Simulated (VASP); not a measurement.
# Hg (Pm-3m) in VASP: single point with LDA

Aim: the single point of Hg with LDA.

Everything below comes from runs of VASP 6.6.1. Logs are shortened: lines on timing, memory, paths and dates and some standing lists are left out, and cuts for length are marked.

### 1 The cell of the first run

The structure is cubic, space group Pm-3m (No. 221). The conventional cell has a = 3.480 Å, b = 3.480 Å, c = 3.480 Å, α = 90.00°, β = 90.00°, γ = 90.00°. Within 4.6 Å of Hg (site symmetry m-3m) lie 6 Hg at 3.48 Å.

### 2 Single point, LDA

Contents of INCAR:

```
ALGO = Normal ; EDIFF = 1E-6
ENCUT = 550 ; GGA_COMPAT = F
ISIF = 2 ; ISMEAR = -1
LASPH = T ; LCHARG = T
LELF = T ; LREAL = F
LVHAR = T ; LWAVE = F
NBANDS = 16 ; NELM = 120
PREC = Accurate ; SIGMA = 0.01
```

Contents of KPOINTS:

```
k-points
0
Gamma
  7 7 7
```

Contents of POSCAR:

```
Hg
1.0
    3.4800000000      0.0000000000      0.0000000000
    0.0000000000      3.4800000000      0.0000000000
    0.0000000000      0.0000000000      3.4800000000
Hg
1
Direct
    0.0000000000      0.0000000000      0.0000000000
```

Potentials or basis: VASP PAW LDA potentials, release 64 (Hg_sv_GW).

Command:

```bash
$ cat potpaw_LDA.64/Hg_sv_GW/POTCAR > POTCAR
$ mpirun -np 1 vasp_std > vasp.out
```

OUTCAR:

```text
EDIFF = 1E-6
   ENCUT = 550
   ISIF = 2
   ISMEAR = -1
   LASPH = T
   LREAL = F
   NELM = 120
   PREC = Accurate

 ion  position               nearest neighbor table
   1  0.000  0.000  0.000-

  LATTYP: Found a simple cubic cell.
 ALAT       =     3.4800000000

  Lattice vectors:

 A1 = (   3.4800000000,   0.0000000000,   0.0000000000)
 A2 = (   0.0000000000,   3.4800000000,   0.0000000000)
 A3 = (   0.0000000000,   0.0000000000,   3.4800000000)

Analysis of symmetry for initial positions (statically):
=====================================================================
 Subroutine PRICEL returns:
 Original cell was already a primitive cell.

 Routine SETGRP: Setting up the symmetry group for a
 simple cubic supercell.

 Subroutine GETGRP returns: Found 48 space group operations
 (whereof 48 operations were pure point group operations)
 out of a pool of 48 trial point group operations.

The static configuration has the point symmetry O_h .

Analysis of symmetry for dynamics (positions and initial velocities):
=====================================================================
 Subroutine PRICEL returns:
 Original cell was already a primitive cell.

 Routine SETGRP: Setting up the symmetry group for a
 simple cubic supercell.

 Subroutine GETGRP returns: Found 48 space group operations
 (whereof 48 operations were pure point group operations)
 out of a pool of 48 trial point group operations.

The dynamic configuration has the point symmetry O_h .

 Subroutine INISYM returns: Found 48 space group operations
 (whereof 48 operations are pure point group operations),
 and found     1 'primitive' translations

----------------------------------------------------------------------------------------

                                     Primitive cell

  volume of cell :      42.1442

  direct lattice vectors                    reciprocal lattice vectors
     3.480000000  0.000000000  0.000000000     0.287356322  0.000000000  0.000000000
     0.000000000  3.480000000  0.000000000     0.000000000  0.287356322  0.000000000
     0.000000000  0.000000000  3.480000000     0.000000000  0.000000000  0.287356322

  length of vectors
     3.480000000  3.480000000  3.480000000     0.287356322  0.287356322  0.287356322

  position of ions in fractional coordinates (direct lattice)
     0.000000000  0.000000000  0.000000000

  ion indices of the primitive-cell ions
   primitive index   ion index
                 1           1

----------------------------------------------------------------------------------------

 KPOINTS: k-points

Automatic generation of k-mesh.
 Grid dimensions read from file:
 generate k-points for:    7    7    7

 Generating k-lattice:

  Cartesian coordinates                     Fractional coordinates (reciprocal lattice)
     0.041050903  0.000000000  0.000000000     0.142857143  0.000000000  0.000000000
     0.000000000  0.041050903  0.000000000     0.000000000  0.142857143  0.000000000
     0.000000000  0.000000000  0.041050903     0.000000000  0.000000000  0.142857143

  Length of vectors
     0.041050903  0.041050903  0.041050903

  Shift w.r.t. Gamma in fractional coordinates (k-lattice)
     0.000000000  0.000000000  0.000000000

 Subroutine IBZKPT returns following result:
 ===========================================

 Found     20 irreducible k-points:

 Following reciprocal coordinates:
            Coordinates               Weight
  0.000000  0.000000  0.000000      1.000000
  0.142857  0.000000  0.000000      6.000000
  0.285714  0.000000  0.000000      6.000000
  0.428571  0.000000  0.000000      6.000000
  0.142857  0.142857  0.000000     12.000000
  0.285714  0.142857  0.000000     24.000000
[... 12 lines left out ...]
  0.428571  0.428571  0.285714     24.000000
  0.428571  0.428571  0.428571      8.000000
   k-points           NKPTS =     20   k-points in BZ     NKDIM =     20   number of bands    NBANDS=     16
   number of dos      NEDOS =    301   number of ions     NIONS =      1
   total plane-waves  NPLWV =  21952
   dimension x,y,z NGX =    28 NGY =   28 NGZ =   28
   dimension x,y,z NGXF=    56 NGYF=   56 NGZF=   56
   ions per type =               1
   NGX,Y,Z   is equivalent  to a cutoff of  13.38, 13.38, 13.38 a.u.
   NGXF,Y,Z  is equivalent  to a cutoff of  26.75, 26.75, 26.75 a.u.
 SYSTEM =  unknown system
   PREC   = accura    normal or accurate (medium, high low for compatibility)
   ISTART =      0    job   : 0-new  1-cont  2-samecut
   ICHARG =      2    charge: 1-file 2-atom 10-const
   ISPIN  =      1    spin polarized calculation?
   LNONCOLLINEAR =      F non collinear calculations
   LSORBIT =      F    spin-orbit coupling
   LASPH  =      T    aspherical Exc in radial PAW
   ENCUT  =  550.0 eV  40.42 Ry    6.36 a.u.   6.65  6.65  6.65*2*pi/ulx,y,z
   NELM   =    120;   NELMIN=  2; NELMDL= -5     # of ELM steps
   EDIFF  = 0.1E-05   stopping-criterion for ELM
   LREAL  =      F    real-space projection
   EDIFFG = 0.1E-04   stopping-criterion for IOM
   NSW    =      0    number of steps for IOM
   IBRION =     -1    ionic relax: 0-MD 1-quasi-New 2-CG
   NFREE  =      0    steps in history (QN), initial steepest desc. (CG)
   ISIF   =      2    stress and relaxation
   ISYM   =      2    0-nonsym 1-usesym 2-fastsym
   POTIM  = 0.5000    time-step for ionic-motion
   TEBEG  =    0.0;   TEEND  =   0.0 temperature during run
   PSTRESS=    0.0 pullay stress
   NELECT =      20.0000    total number of electrons
   NUPDOWN=      -1.0000    fix difference up-down
   EMIN   =  10.00;   EMAX   =-10.00  energy-range for DOS
   EFERMI =   0.00;   METHOD = LEGACY
   ISMEAR =    -1;   SIGMA  =   0.01  broadening in eV -4-tet -1-fermi 0-gaus
   EFERMI_NEDOS =   21; number of points for ismear=-14 and -15
   IALGO  =     38    algorithm
   IMIX   =      4    mixing-type and parameters
     AMIX     =   0.40;   BMIX     =  1.00
     AMIX_MAG =   1.60;   BMIX_MAG =  1.00
  volume/ion in A,a.u.               =      42.14       284.40
  Fermi-wavevector in a.u.,A,eV,Ry     =   1.276945  2.413076 22.185510  1.630589
  Thomas-Fermi vector in A             =   2.409573
   LORBIT       =      0    0 simple, 1 ext, 2 COOP (PROOUT), +10 PAW based schemes
   GGA     = CA    functional components
   LHFCALC =     F    Hartree Fock is set to
   AEXX    =    0.0000 exact exchange contribution
   IVDW    =     0    specifies the selected vdW correction
   LEPSILON=     F    determine dielectric tensor
   LRPA    =     F    only Hartree local field effects (RPA)
 non-spin polarized calculation
  energy-cutoff  :      550.00
  volume of cell :       42.14
 maximum number of plane-waves:      1259
 NGX is ok and might be reduce to    28
   NGX = 13   NGY = 13   NGZ = 13

 number of electron      20.0000008 magnetization

 Free energy of the ion-electron system (eV)
  ---------------------------------------------------
  ext. energy  EPLUGINS =         0.00000000
  ---------------------------------------------------
  free energy    TOTEN  =        -0.51616784 eV

  energy without entropy =       -0.51574331  energy(sigma->0) =       -0.51595558

 E-fermi :   1.2596     XC(G=0):  -8.5463

 val. band max:        1.2393396170   @ k =   0.4286   0.0000   0.0000
 cond. band min:       1.2662926180   @ k =   0.4286   0.4286   0.4286
 fundamental gap:      0.0269530010
 Fermi energy:         1.2595571585

 k-point     1 :       0.0000    0.0000    0.0000
  band No.  band energies     occupation
      1    -112.7196      2.00000
      2     -61.3307      2.00000
      3     -61.3307      2.00000
      4     -61.3307      2.00000
      5      -5.4700      2.00000
      6      -5.4700      2.00000
[... 8 lines left out ...]
     15      12.8021      0.00000
     16      12.8021      0.00000

 k-point     2 :       0.1429    0.0000    0.0000
  band No.  band energies     occupation
      1    -112.7196      2.00000
      2     -61.3319      2.00000
      3     -61.3306      2.00000
      4     -61.3306      2.00000
      5      -5.4579      2.00000
      6      -5.3839      2.00000
[... 8 lines left out ...]
     15      12.8841      0.00000
     16      14.9100      0.00000

 k-point     3 :       0.2857    0.0000    0.0000
  band No.  band energies     occupation
      1    -112.7196      2.00000
      2     -61.3343      2.00000
      3     -61.3304      2.00000
      4     -61.3304      2.00000
      5      -5.4307      2.00000
      6      -5.2533      2.00000
[... 8 lines left out ...]
     15      13.1211      0.00000
     16      17.0508      0.00000

 k-point     4 :       0.4286    0.0000    0.0000
  band No.  band energies     occupation
      1    -112.7196      2.00000
      2     -61.3364      2.00000
      3     -61.3303      2.00000
      4     -61.3303      2.00000
      5      -5.4087      2.00000
      6      -5.1714      2.00000
[... 8 lines left out ...]
     15      13.4152      0.00000
     16      14.9902      0.00000

 k-point     5 :       0.1429    0.1429    0.0000
  band No.  band energies     occupation
      1    -112.7196      2.00000
      2     -61.3318      2.00000
      3     -61.3318      2.00000
      4     -61.3306      2.00000
      5      -5.4140      2.00000
      6      -5.3050      2.00000
[... 8 lines left out ...]
     15      14.5772      0.00000
     16      15.2168      0.00000

 k-point     6 :       0.2857    0.1429    0.0000
  band No.  band energies     occupation
      1    -112.7196      2.00000
      2     -61.3343      2.00000
      3     -61.3316      2.00000
      4     -61.3304      2.00000
      5      -5.3760      2.00000
      6      -5.1417      2.00000
[... 8 lines left out ...]
     15      13.5214      0.00000
     16      16.1624      0.00000

 k-point     7 :       0.4286    0.1429    0.0000
  band No.  band energies     occupation
      1    -112.7195      2.00000
      2     -61.3363      2.00000
      3     -61.3314      2.00000
      4     -61.3302      2.00000
      5      -5.3508      2.00000
      6      -5.0433      2.00000
[... 8 lines left out ...]
     15      13.5074      0.00000
     16      15.4804      0.00000

 k-point     8 :       0.2857    0.2857    0.0000
  band No.  band energies     occupation
      1    -112.7195      2.00000
      2     -61.3341      2.00000
      3     -61.3341      2.00000
      4     -61.3303      2.00000
      5      -5.3197      2.00000
      6      -5.0168      2.00000
[... 8 lines left out ...]
     15      13.4031      0.00000
     16      16.7604      0.00000

 k-point     9 :       0.4286    0.2857    0.0000
  band No.  band energies     occupation
      1    -112.7195      2.00000
      2     -61.3362      2.00000
      3     -61.3341      2.00000
      4     -61.3301      2.00000
      5      -5.2875      2.00000
      6      -5.1299      2.00000
[... 8 lines left out ...]
     15      14.1426      0.00000
     16      15.6496      0.00000
[... 96 lines left out ...]
 k-point    15 :       0.4286    0.2857    0.1429
  band No.  band energies     occupation
      1    -112.7195      2.00000
      2     -61.3361      2.00000
      3     -61.3339      2.00000
      4     -61.3312      2.00000
      5      -5.1349      2.00000
      6      -5.1172      2.00000
[... 8 lines left out ...]
     15      12.7802      0.00000
     16      15.6674      0.00000

 k-point    16 :       0.4286    0.4286    0.1429
  band No.  band energies     occupation
      1    -112.7195      2.00000
      2     -61.3360      2.00000
      3     -61.3360      2.00000
      4     -61.3311      2.00000
      5      -5.2462      2.00000
      6      -5.0909      2.00000
[... 8 lines left out ...]
     15      13.6883      0.00000
     16      13.9748      0.00000

 k-point    17 :       0.2857    0.2857    0.2857
  band No.  band energies     occupation
      1    -112.7195      2.00000
      2     -61.3339      2.00000
      3     -61.3339      2.00000
      4     -61.3339      2.00000
      5      -5.0131      2.00000
      6      -4.9705      2.00000
[... 8 lines left out ...]
     15      12.5806      0.00000
     16      12.5806      0.00000

 k-point    18 :       0.4286    0.2857    0.2857
  band No.  band energies     occupation
      1    -112.7195      2.00000
      2     -61.3359      2.00000
      3     -61.3338      2.00000
      4     -61.3337      2.00000
      5      -5.1076      2.00000
      6      -5.0682      2.00000
[... 8 lines left out ...]
     15      10.9338      0.00000
     16      13.4029      0.00000

 k-point    19 :       0.4286    0.4286    0.2857
  band No.  band energies     occupation
      1    -112.7194      2.00000
      2     -61.3358      2.00000
      3     -61.3358      2.00000
      4     -61.3336      2.00000
      5      -5.2122      2.00000
      6      -5.0660      2.00000
[... 8 lines left out ...]
     15      11.3955      0.00000
     16      11.7823      0.00000

 k-point    20 :       0.4286    0.4286    0.4286
  band No.  band energies     occupation
      1    -112.7194      2.00000
      2     -61.3358      2.00000
      3     -61.3357      2.00000
      4     -61.3357      2.00000
      5      -5.1904      2.00000
      6      -5.1797      2.00000
[... 8 lines left out ...]
     15      10.2447      0.00000
     16      10.2447      0.00000

------------------------ aborting loop because EDIFF is reached ----------------------------------------

  FORCE on cell =-STRESS in cart. coord.  units (eV):
  Direction    XX          YY          ZZ          XY          YZ          ZX
  --------------------------------------------------------------------------------------
  -------------------------------------------------------------------------------------
  Total       -0.9275316     -0.9275316     -0.9275316     -0.0000000     -0.0000000     -0.0000000
  in kB      -35.2615643    -35.2615643    -35.2615643     -0.0000000     -0.0000000     -0.0000000
  external PRESSURE =     -35.2615643 kB  Pullay stress =       0.0000000 kB

 VOLUME and BASIS-vectors are now :
 -----------------------------------------------------------------------------
  energy-cutoff  :      550.00
  volume of cell :       42.14
      direct lattice vectors                 reciprocal lattice vectors
     3.480000000  0.000000000  0.000000000     0.287356322  0.000000000  0.000000000
     0.000000000  3.480000000  0.000000000     0.000000000  0.287356322  0.000000000
     0.000000000  0.000000000  3.480000000     0.000000000  0.000000000  0.287356322

 POSITION                                       TOTAL-FORCE (eV/Angst)
 -----------------------------------------------------------------------------------
      0.00000      0.00000      0.00000         0.000000      0.000000      0.000000
 -----------------------------------------------------------------------------------
    total drift:                               -0.000000      0.000000     -0.000000

  FREE ENERGIE OF THE ION-ELECTRON SYSTEM (eV)
  ---------------------------------------------------
  free  energy   TOTEN  =        -0.5161678423 eV

  energy  without entropy=       -0.5157433131  energy(sigma->0) =       -0.51595558
```

It took 8.4 s on 1 thread of Intel Xeon Platinum 8488C (Sapphire Rapids), shared host; peak memory 0.15 GiB.

What came out:

| Property | Result |
| --- | --- |
| Free energy | -0.5162 eV |
| Pressure | -3.5 GPa |
| Band gap on the k mesh | zero (bands 10 and 11 overlap by 0.03 eV) |

Levels at points of the mesh, in eV from the Fermi level:
| k point | band 6 | band 7 | band 8 | band 9 | band 10 | band 11 | band 12 | band 13 | band 14 | band 15 |
| --- | --- | --- | --- | --- | --- | --- | --- | --- | --- | --- |
| (0.00, 0.00, 0.00) | -6.73 | -6.10 | -5.88 | -5.88 | -5.88 | 7.54 | 7.54 | 7.54 | 9.65 | 11.54 |

Caveat: the cell stands under tension; spin-orbit coupling is left out, which moves the levels of the heavy elements.

The gap in the log of VASP goes by the Fermi energy; the results here count the filled bands.